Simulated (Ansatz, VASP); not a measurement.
# WC in VASP and in Ansatz

Contents of INCAR:

```
ALGO = Normal
EDIFF = 1E-6
ENCUT = 520
GGA = PE
ISIF = 2
ISMEAR = 0
LASPH = T
LCHARG = F
LREAL = F
LWAVE = F
NBANDS = 16
NELM = 100
PREC = Accurate
SIGMA = 0.15
```

Contents of KPOINTS:

```
k-points
0
Gamma
  18 18 16
```

POSCAR

```
WC
1.0
    2.9005014360      0.0000000000      0.0000000000
   -1.4502507180      2.5119079273      0.0000000000
    0.0000000000      0.0000000000      2.8290000000
W C
1 1
Direct
    0.0000000000      0.0000000000      0.0000000000
    0.5632362748      0.3333333333      0.4469777306
```

Input for Ansatz:

```yaml
crystal:
  lattice:
    - [2.900501436, 0.0, 0.0]
    - [-1.450250718, 2.5119079273, 0.0]
    - [0.0, 0.0, 2.829]
  atoms:
    - { symbol: W, position: [0.0, 0.0, 0.0] }
    - { symbol: C, position: [0.5632362748, 0.3333333333, 0.4469777306] }
basis:
  ecutwfc: 420
kpoints:
  mp_grid: { grid: [18, 18, 16] }
hamiltonian:
  xc: pbe
scf:
  occupations: { method: gaussian, width: 0.15 }
output:
  forces: true
  stress: true
  eigenvalues: true
```

Alike in both runs: task single point; functional PBE; k mesh 18 × 18 × 16; occupations gaussian, width 0.15 eV; no spin polarisation.

```csv
,VASP,Ansatz
version,VASP 6.6.1,Ansatz 0.2.0
potentials or method,"VASP PAW PBE potentials, release 64 (W_sv, C), cutoff 520 eV","scalar-relativistic, plane waves, PAW"
valence electrons in the cell,18,18
```

Ansatz gave:

- gap on the k mesh at the Fermi level (eV): none
- rms of the force components (eV/Å): 3.313

Task: Estimate VASP's values.

Result: gap on the k mesh at the Fermi level (eV): none; rms of the force components (eV/Å): 3.336.

Atom by atom the forces differ by 0.025 eV/Å (rms over components). A gap of «none» marks a metal or a gap that the smearing closes. The functional is the same, so the differences come from potentials, cutoffs and numerics.

Spin-orbit coupling is off throughout.
